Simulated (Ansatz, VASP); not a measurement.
# Two plane-wave programs on Fe

```
Fe
1.0
    -1.36502    1.36502    1.36502
     1.36502   -1.36502    1.36502
     1.36502    1.36502   -1.36502
Fe
1
Direct
  0.00000 0.00000 0.00000
```

Alike in both runs: task single point; functional r2SCAN; k mesh 13 × 13 × 13; occupations fermi-dirac, width 0.1 eV; no spin polarisation.

|  | VASP | Ansatz |
| --- | --- | --- |
| version | VASP 6.6.1 | Ansatz 0.2.0 |
| potentials or method | VASP PAW PBE potentials, release 64 (Fe), cutoff 660 eV | plane waves (500 eV) with PAW, scalar-relativistic |
| valence electrons in the cell | 8 | 16 |

```csv
,VASP,Ansatz,Ansatz less VASP
pressure (GPa),0.7,0.1,-0.54
```

VASP's potentials were made for PBE, not for r2SCAN. The functional is the same, so the differences come from potentials, cutoffs and numerics. VASP's potentials hold 8 valence electrons a cell and Ansatz's 16, so a difference there can come from the potentials and not from the codes.
